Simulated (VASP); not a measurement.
# SnTe (Fm-3m) in VASP: settings compared, part 2 of 3

VASP 6.6.1.

### Step 3. Single point, SVWN5

This run uses another cell than the first one, of 31.28 Å³/atom, 1.017 times its volume.

The input, INCAR:

```
SYSTEM = SnTe
ALGO     = Normal         ! electronic algorithm
EDIFF    = 1E-7           ! SCF threshold, eV
ENCUT    = 520            ! plane-wave cutoff, eV
GGA      = VW             ! functional
ISIF     = 2              ! what is computed and relaxed
ISMEAR   = -1             ! smearing method
LASPH    = .True.         ! aspherical terms in the spheres
LCHARG   = .False.        ! write CHGCAR
LREAL    = .False.        ! projectors in reciprocal space
LWAVE    = .False.        ! write WAVECAR
NBANDS   = 17             ! bands
NELM     = 100            ! most SCF steps
PREC     = Accurate       ! precision mode
SIGMA    = 0.05           ! smearing width, eV
```

The input, KPOINTS:

```
k-points
0
Gamma
  7 7 7
  0 0 0
```

The input, POSCAR:

```
SnTe
1.0
    0.0000000000      3.1508500000      3.1508500000
    3.1508500000      0.0000000000      3.1508500000
    3.1508500000      3.1508500000      0.0000000000
Te Sn
1 1
Direct
    0.5000000000      0.5000000000      0.5000000000
    0.0000000000      0.0000000000      0.0000000000
```

Potentials or basis: VASP PAW PBE potentials, release 64 (Te, Sn_d).

Started as:

```sh
$ cat potpaw_PBE.64/Te/POTCAR potpaw_PBE.64/Sn_d/POTCAR > POTCAR
$ mpirun -np 1 vasp_std > vasp.out
```

OUTCAR:

```text
SYSTEM = SnTe
   EDIFF = 1E-7
   ENCUT = 520
   GGA = VW
   ISIF = 2
   ISMEAR = -1
   LASPH = .True.
   LREAL = .False.
   NELM = 100
   PREC = Accurate

 ion  position               nearest neighbor table
   1  0.500  0.500  0.500-   2 3.15   2 3.15   2 3.15   2 3.15   2 3.15   2 3.15
   2  0.000  0.000  0.000-   1 3.15   1 3.15   1 3.15   1 3.15   1 3.15   1 3.15

  LATTYP: Found a face centered cubic cell.
 ALAT       =     6.3017000000

  Lattice vectors:

 A1 = (   0.0000000000,   3.1508500000,   3.1508500000)
 A2 = (   3.1508500000,   0.0000000000,   3.1508500000)
 A3 = (   3.1508500000,   3.1508500000,   0.0000000000)

Analysis of symmetry for initial positions (statically):
[... 33 lines left out ...]
                                     Primitive cell

  volume of cell :      62.5624

  direct lattice vectors                    reciprocal lattice vectors
     0.000000000  3.150850000  3.150850000    -0.158687338  0.158687338  0.158687338
     3.150850000  0.000000000  3.150850000     0.158687338 -0.158687338  0.158687338
     3.150850000  3.150850000  0.000000000     0.158687338  0.158687338 -0.158687338

  length of vectors
     4.455974803  4.455974803  4.455974803     0.274854533  0.274854533  0.274854533

  position of ions in fractional coordinates (direct lattice)
     0.500000000  0.500000000  0.500000000
     0.000000000  0.000000000  0.000000000

  ion indices of the primitive-cell ions
   primitive index   ion index
                 1           1
                 2           2

----------------------------------------------------------------------------------------

 KPOINTS: k-points

Automatic generation of k-mesh.
 Grid dimensions read from file:
 generate k-points for:    7    7    7

 Generating k-lattice:

  Cartesian coordinates                     Fractional coordinates (reciprocal lattice)
    -0.022669620  0.022669620  0.022669620     0.142857143  0.000000000  0.000000000
     0.022669620 -0.022669620  0.022669620     0.000000000  0.142857143  0.000000000
     0.022669620  0.022669620 -0.022669620     0.000000000  0.000000000  0.142857143

  Length of vectors
     0.039264933  0.039264933  0.039264933

  Shift w.r.t. Gamma in fractional coordinates (k-lattice)
     0.000000000  0.000000000  0.000000000

 Subroutine IBZKPT returns following result:
 ===========================================

 Found     20 irreducible k-points:

 Following reciprocal coordinates:
            Coordinates               Weight
  0.000000  0.000000  0.000000      1.000000
  0.142857  0.000000  0.000000      8.000000
  0.285714  0.000000  0.000000      8.000000
  0.428571  0.000000  0.000000      8.000000
  0.142857  0.142857  0.000000      6.000000
  0.285714  0.142857  0.000000     24.000000
[... 12 lines left out ...]
 -0.428571  0.428571  0.142857     24.000000
 -0.285714  0.428571  0.142857     24.000000
   k-points           NKPTS =     20   k-points in BZ     NKDIM =     20   number of bands    NBANDS=     17
   number of dos      NEDOS =    301   number of ions     NIONS =      2
   total plane-waves  NPLWV =  46656
   dimension x,y,z NGX =    36 NGY =   36 NGZ =   36
   dimension x,y,z NGXF=    72 NGYF=   72 NGZF=   72
   ions per type =               1   1
   NGX,Y,Z   is equivalent  to a cutoff of  13.43, 13.43, 13.43 a.u.
   NGXF,Y,Z  is equivalent  to a cutoff of  26.86, 26.86, 26.86 a.u.
 SYSTEM =  SnTe
   PREC   = accura    normal or accurate (medium, high low for compatibility)
   ISTART =      0    job   : 0-new  1-cont  2-samecut
   ICHARG =      2    charge: 1-file 2-atom 10-const
   ISPIN  =      1    spin polarized calculation?
   LNONCOLLINEAR =      F non collinear calculations
   LSORBIT =      F    spin-orbit coupling
   LASPH  =      T    aspherical Exc in radial PAW
   ENCUT  =  520.0 eV  38.22 Ry    6.18 a.u.   8.29  8.29  8.29*2*pi/ulx,y,z
   NELM   =    100;   NELMIN=  2; NELMDL= -5     # of ELM steps
   EDIFF  = 0.1E-06   stopping-criterion for ELM
   LREAL  =      F    real-space projection
   EDIFFG = 0.1E-05   stopping-criterion for IOM
   NSW    =      0    number of steps for IOM
   IBRION =     -1    ionic relax: 0-MD 1-quasi-New 2-CG
   NFREE  =      0    steps in history (QN), initial steepest desc. (CG)
   ISIF   =      2    stress and relaxation
   ISYM   =      2    0-nonsym 1-usesym 2-fastsym
   POTIM  = 0.5000    time-step for ionic-motion
   TEBEG  =    0.0;   TEEND  =   0.0 temperature during run
   PSTRESS=    0.0 pullay stress
   NELECT =      20.0000    total number of electrons
   NUPDOWN=      -1.0000    fix difference up-down
   EMIN   =  10.00;   EMAX   =-10.00  energy-range for DOS
   EFERMI =   0.00;   METHOD = LEGACY
   ISMEAR =    -1;   SIGMA  =   0.05  broadening in eV -4-tet -1-fermi 0-gaus
   EFERMI_NEDOS =   21; number of points for ismear=-14 and -15
   IALGO  =     38    algorithm
   IMIX   =      4    mixing-type and parameters
     AMIX     =   0.40;   BMIX     =  1.00
     AMIX_MAG =   1.60;   BMIX_MAG =  1.00
  volume/ion in A,a.u.               =      31.28       211.10
  Fermi-wavevector in a.u.,A,eV,Ry     =   1.119387  2.115336 17.048485  1.253028
  Thomas-Fermi vector in A             =   2.256026
   LORBIT       =      0    0 simple, 1 ext, 2 COOP (PROOUT), +10 PAW based schemes
   GGA     = VW    functional components
   LHFCALC =     F    Hartree Fock is set to
   AEXX    =    0.0000 exact exchange contribution
   IVDW    =     0    specifies the selected vdW correction
   LEPSILON=     F    determine dielectric tensor
   LRPA    =     F    only Hartree local field effects (RPA)
 non-spin polarized calculation
  energy-cutoff  :      520.00
  volume of cell :       62.56
 maximum number of plane-waves:      1705
 NGX is ok and might be reduce to    36
   NGX = 17   NGY = 17   NGZ = 17

 number of electron      19.9999998 magnetization

 Free energy of the ion-electron system (eV)
  ---------------------------------------------------
  ext. energy  EPLUGINS =         0.00000000
  ---------------------------------------------------
  free energy    TOTEN  =        -8.82114409 eV

  energy without entropy =       -8.82107554  energy(sigma->0) =       -8.82110982

 E-fermi :   6.6360     XC(G=0):  -9.7305

 val. band max:        6.3139268202   @ k =   0.4286   0.0000   0.0000
 cond. band min:       6.9752647505   @ k =   0.4286   0.0000   0.0000
 fundamental gap:      0.6613379303
 Fermi energy:         6.6360289496

 k-point     1 :       0.0000    0.0000    0.0000
  band No.  band energies     occupation
      1     -15.1004      2.00000
      2     -15.1004      2.00000
      3     -15.0908      2.00000
      4     -15.0908      2.00000
      5     -15.0908      2.00000
      6      -6.2230      2.00000
[... 9 lines left out ...]
     16      11.4299      0.00000
     17      13.4071      0.00000

 k-point     2 :       0.1429    0.0000    0.0000
  band No.  band energies     occupation
      1     -15.1012      2.00000
      2     -15.1012      2.00000
      3     -15.0905      2.00000
      4     -15.0897      2.00000
      5     -15.0897      2.00000
      6      -6.0525      2.00000
[... 9 lines left out ...]
     16      11.8441      0.00000
     17      14.7608      0.00000

 k-point     3 :       0.2857    0.0000    0.0000
  band No.  band energies     occupation
      1     -15.1034      2.00000
      2     -15.1034      2.00000
      3     -15.0898      2.00000
      4     -15.0867      2.00000
      5     -15.0867      2.00000
      6      -5.5854      2.00000
[... 9 lines left out ...]
     16      12.9862      0.00000
     17      17.1399      0.00000

 k-point     4 :       0.4286    0.0000    0.0000
  band No.  band energies     occupation
      1     -15.1053      2.00000
      2     -15.1053      2.00000
      3     -15.0893      2.00000
      4     -15.0842      2.00000
      5     -15.0842      2.00000
      6      -5.0498      2.00000
[... 9 lines left out ...]
     16      14.7302      0.00000
     17      16.1185      0.00000
[... 263 lines left out ...]
      1     -15.1099      2.00000
      2     -15.1020      2.00000
      3     -15.0886      2.00000
      4     -15.0854      2.00000
      5     -15.0821      2.00000
      6      -4.7983      2.00000
[... 9 lines left out ...]
     16      15.4502      0.00000
     17      16.6466      0.00000

 k-point    19 :      -0.4286    0.4286    0.1429
  band No.  band energies     occupation
      1     -15.1147      2.00000
      2     -15.0985      2.00000
      3     -15.0919      2.00000
      4     -15.0828      2.00000
      5     -15.0802      2.00000
      6      -4.6839      2.00000
[... 9 lines left out ...]
     16      16.3086      0.00000
     17      17.2574      0.00000

 k-point    20 :      -0.2857    0.4286    0.1429
  band No.  band energies     occupation
      1     -15.1126      2.00000
      2     -15.1007      2.00000
      3     -15.0887      2.00000
      4     -15.0857      2.00000
      5     -15.0802      2.00000
      6      -4.5953      2.00000
[... 9 lines left out ...]
     16      16.4659      0.00000
     17      17.0984      0.00000

------------------------ aborting loop because EDIFF is reached ----------------------------------------

  FORCE on cell =-STRESS in cart. coord.  units (eV):
  Direction    XX          YY          ZZ          XY          YZ          ZX
  --------------------------------------------------------------------------------------
  -------------------------------------------------------------------------------------
  Total       -0.6166667     -0.6166667     -0.6166667      0.0000000     -0.0000000      0.0000000
  in kB      -15.7923907    -15.7923907    -15.7923907      0.0000000     -0.0000000      0.0000000
  external PRESSURE =     -15.7923907 kB  Pullay stress =       0.0000000 kB

 VOLUME and BASIS-vectors are now :
 -----------------------------------------------------------------------------
  energy-cutoff  :      520.00
  volume of cell :       62.56
      direct lattice vectors                 reciprocal lattice vectors
     0.000000000  3.150850000  3.150850000    -0.158687338  0.158687338  0.158687338
     3.150850000  0.000000000  3.150850000     0.158687338 -0.158687338  0.158687338
     3.150850000  3.150850000  0.000000000     0.158687338  0.158687338 -0.158687338

 POSITION                                       TOTAL-FORCE (eV/Angst)
 -----------------------------------------------------------------------------------
      3.15085      3.15085      3.15085         0.000000      0.000000      0.000000
      0.00000      0.00000      0.00000         0.000000     -0.000000     -0.000000
 -----------------------------------------------------------------------------------
    total drift:                               -0.000000      0.000000      0.000000

  FREE ENERGIE OF THE ION-ELECTRON SYSTEM (eV)
  ---------------------------------------------------
  free  energy   TOTEN  =        -8.8211440947 eV

  energy  without entropy=       -8.8210755427  energy(sigma->0) =       -8.82110982
```

It took 21 s on 1 thread of Intel Xeon 6975P-C (Granite Rapids), shared host; peak memory 0.17 GiB.

What came out:

| Item | Value |
| --- | --- |
| Free energy | -8.8211 eV |
| Pressure | -1.6 GPa |

Levels at points of the mesh, in eV from the Fermi level:
```tsv
k point	band 6	band 7	band 8	band 9	band 10	band 11	band 12	band 13	band 14	band 15
(0.00, 0.00, 0.00)	-12.86	-4.86	-2.14	-2.14	-2.14	3.27	3.27	3.27	4.79	4.79
```

Caveat: this odd mesh misses L, where the gap lies, so gap, dielectric constants and Born charges aren't listed; the PAW data sets were made with another functional, which shifts forces and pressure a little; spin-orbit coupling is left out, which moves the levels of the heavy elements.

### Step 4. Single point, LDA

This run uses another cell than the first one, of 30.66 Å³/atom, 0.996 times its volume.

The input, INCAR:

```
SYSTEM = SnTe
  ALGO = Normal
  EDIFF = 1E-6
  ENCUT = 520
  GGA = CA
  ISIF = 2
  ISMEAR = -1
  LASPH = .TRUE.
  LCHARG = .TRUE.
  LELF = .TRUE.
  LREAL = .FALSE.
  LVHAR = .TRUE.
  LWAVE = .FALSE.
  NBANDS = 17
  NELM = 60
  PREC = Accurate
  SIGMA = 0.05
```

The input, KPOINTS:

```
k-points
0
G
  7 7 7
  0 0 0
```

The input, POSCAR:

```
SnTe
1.0
    0.0000000000      3.1297027185      3.1297027185
    3.1297027185      0.0000000000      3.1297027185
    3.1297027185      3.1297027185      0.0000000000
Te Sn
1 1
Direct
    0.5000000000      0.5000000000      0.5000000000
    0.0000000000      0.0000000000      0.0000000000
```

Potentials or basis: VASP PAW LDA potentials, release 64 (Te, Sn_d).

Started as:

```sh
$ cat potpaw_LDA.64/Te/POTCAR potpaw_LDA.64/Sn_d/POTCAR > POTCAR
$ mpirun -np 1 vasp_std > vasp.out
```

OUTCAR:

```text
SYSTEM = SnTe
   EDIFF = 1E-6
   ENCUT = 520
   GGA = CA
   ISIF = 2
   ISMEAR = -1
   LASPH = .TRUE.
   LREAL = .FALSE.
   NELM = 60
   PREC = Accurate

 ion  position               nearest neighbor table
   1  0.500  0.500  0.500-   2 3.13   2 3.13   2 3.13   2 3.13   2 3.13   2 3.13
   2  0.000  0.000  0.000-   1 3.13   1 3.13   1 3.13   1 3.13   1 3.13   1 3.13

  LATTYP: Found a face centered cubic cell.
 ALAT       =     6.2594054370

  Lattice vectors:

 A1 = (   0.0000000000,   3.1297027185,   3.1297027185)
 A2 = (   3.1297027185,   0.0000000000,   3.1297027185)
 A3 = (   3.1297027185,   3.1297027185,   0.0000000000)

Analysis of symmetry for initial positions (statically):
[... 33 lines left out ...]
                                     Primitive cell

  volume of cell :      61.3111

  direct lattice vectors                    reciprocal lattice vectors
     0.000000000  3.129702718  3.129702718    -0.159759583  0.159759583  0.159759583
     3.129702718  0.000000000  3.129702718     0.159759583 -0.159759583  0.159759583
     3.129702718  3.129702718  0.000000000     0.159759583  0.159759583 -0.159759583

  length of vectors
     4.426068031  4.426068031  4.426068031     0.276711714  0.276711714  0.276711714

  position of ions in fractional coordinates (direct lattice)
     0.500000000  0.500000000  0.500000000
     0.000000000  0.000000000  0.000000000

  ion indices of the primitive-cell ions
   primitive index   ion index
                 1           1
                 2           2

----------------------------------------------------------------------------------------

 KPOINTS: k-points

Automatic generation of k-mesh.
 Grid dimensions read from file:
 generate k-points for:    7    7    7

 Generating k-lattice:

  Cartesian coordinates                     Fractional coordinates (reciprocal lattice)
    -0.022822798  0.022822798  0.022822798     0.142857143  0.000000000  0.000000000
[... 68 lines left out ...]
   EFERMI =   0.00;   METHOD = LEGACY
   ISMEAR =    -1;   SIGMA  =   0.05  broadening in eV -4-tet -1-fermi 0-gaus
   EFERMI_NEDOS =   21; number of points for ismear=-14 and -15
   IALGO  =     38    algorithm
   IMIX   =      4    mixing-type and parameters
     AMIX     =   0.40;   BMIX     =  1.00
     AMIX_MAG =   1.60;   BMIX_MAG =  1.00
  volume/ion in A,a.u.               =      30.66       206.87
  Fermi-wavevector in a.u.,A,eV,Ry     =   1.126951  2.129629 17.279655  1.270019
  Thomas-Fermi vector in A             =   2.263635
   LORBIT       =      0    0 simple, 1 ext, 2 COOP (PROOUT), +10 PAW based schemes
   GGA     = CA    functional components
   LHFCALC =     F    Hartree Fock is set to
   AEXX    =    0.0000 exact exchange contribution
   IVDW    =     0    specifies the selected vdW correction
   LEPSILON=     F    determine dielectric tensor
   LRPA    =     F    only Hartree local field effects (RPA)
 non-spin polarized calculation
  energy-cutoff  :      520.00
  volume of cell :       61.31
 maximum number of plane-waves:      1673
 NGX is ok and might be reduce to    36
   NGX = 17   NGY = 17   NGZ = 17

 number of electron      19.9999997 magnetization

 Free energy of the ion-electron system (eV)
  ---------------------------------------------------
  ext. energy  EPLUGINS =         0.00000000
  ---------------------------------------------------
  free energy    TOTEN  =        -8.83768919 eV

  energy without entropy =       -8.83761104  energy(sigma->0) =       -8.83765011

 E-fermi :   7.0270     XC(G=0):  -9.8295

 val. band max:        6.7120845386   @ k =   0.4286   0.0000   0.0000
 cond. band min:       7.3813029712   @ k =   0.4286   0.0000   0.0000
 fundamental gap:      0.6692184326
 Fermi energy:         7.0270303958

 k-point     1 :       0.0000    0.0000    0.0000
  band No.  band energies     occupation
      1     -14.8089      2.00000
      2     -14.8089      2.00000
      3     -14.7983      2.00000
      4     -14.7983      2.00000
      5     -14.7983      2.00000
      6      -5.9809      2.00000
[... 377 lines left out ...]
      4     -14.7927      2.00000
      5     -14.7868      2.00000
      6      -4.2737      2.00000
[... 9 lines left out ...]
     16      16.8011      0.00000
     17      17.4901      0.00000

------------------------ aborting loop because EDIFF is reached ----------------------------------------

  FORCE on cell =-STRESS in cart. coord.  units (eV):
  Direction    XX          YY          ZZ          XY          YZ          ZX
  --------------------------------------------------------------------------------------
  -------------------------------------------------------------------------------------
  Total       -0.2371532     -0.2371532     -0.2371532      0.0000000     -0.0000000      0.0000000
  in kB       -6.1972689     -6.1972689     -6.1972689      0.0000000     -0.0000000      0.0000000
  external PRESSURE =      -6.1972689 kB  Pullay stress =       0.0000000 kB

 VOLUME and BASIS-vectors are now :
 -----------------------------------------------------------------------------
  energy-cutoff  :      520.00
  volume of cell :       61.31
      direct lattice vectors                 reciprocal lattice vectors
     0.000000000  3.129702718  3.129702718    -0.159759583  0.159759583  0.159759583
     3.129702718  0.000000000  3.129702718     0.159759583 -0.159759583  0.159759583
     3.129702718  3.129702718  0.000000000     0.159759583  0.159759583 -0.159759583

 POSITION                                       TOTAL-FORCE (eV/Angst)
 -----------------------------------------------------------------------------------
      3.12970      3.12970      3.12970        -0.000000      0.000000     -0.000000
      0.00000      0.00000      0.00000         0.000000      0.000000      0.000000
 -----------------------------------------------------------------------------------
    total drift:                               -0.000000      0.000000      0.000000

  FREE ENERGIE OF THE ION-ELECTRON SYSTEM (eV)
  ---------------------------------------------------
  free  energy   TOTEN  =        -8.8376891910 eV

  energy  without entropy=       -8.8376110362  energy(sigma->0) =       -8.83765011
```

OSZICAR:

```text
N       E                     dE             d eps       ncg     rms          rms(c)
DAV:   1     0.123849692142E+03    0.12385E+03   -0.94127E+03   680   0.134E+03
DAV:   2     0.278089073918E+01   -0.12107E+03   -0.11737E+03   736   0.333E+02
DAV:   3    -0.854340625860E+01   -0.11324E+02   -0.11255E+02   854   0.898E+01
DAV:   4    -0.888256075103E+01   -0.33915E+00   -0.33886E+00   820   0.162E+01
DAV:   5    -0.889579543438E+01   -0.13235E-01   -0.13234E-01   977   0.310E+00    0.498E+00
DAV:   6    -0.884283482188E+01    0.52961E-01   -0.10800E-01   986   0.231E+00    0.317E+00
DAV:   7    -0.883863464998E+01    0.42002E-02   -0.39762E-02   861   0.102E+00    0.720E-01
DAV:   8    -0.883768060840E+01    0.95404E-03   -0.65686E-03   888   0.635E-01    0.144E-01
DAV:   9    -0.883771374971E+01   -0.33141E-04   -0.61506E-04   949   0.212E-01    0.502E-02
DAV:  10    -0.883768966637E+01    0.24083E-04   -0.74391E-05   913   0.732E-02    0.247E-02
DAV:  11    -0.883768966162E+01    0.47485E-08   -0.26333E-05   878   0.385E-02    0.190E-02
DAV:  12    -0.883768919105E+01    0.47057E-06   -0.24734E-06   709   0.123E-02
   1 F= -.88376892E+01 E0= -.88376501E+01  d E =-.781548E-04
```

stdout:

```text
POSCAR found type information on POSCAR TeSn
 POSCAR found :  2 types and       2 ions
 scaLAPACK will be used
 LDA part: xc-table for (Slater(with rela. corr.)+CA(PZ))
 , standard interpolation
 POSCAR, INCAR and KPOINTS ok, starting setup
 FFT: planning ... GRIDC
 FFT: planning ... GRID_SOFT
 FFT: planning ... GRID
 WAVECAR not read
 entering main loop
```

Wall time 20 s (1 thread of Intel Xeon 6975P-C (Granite Rapids), shared host); peak memory 0.17 GiB.

What came out:

```
Free energy : -8.8377 eV
Pressure    : -0.6 GPa
```

Caveat: this odd mesh misses L, where the gap lies, so gap, dielectric constants and Born charges aren't listed; spin-orbit coupling is left out, which moves the levels of the heavy elements.

[end of part 2 of 3]
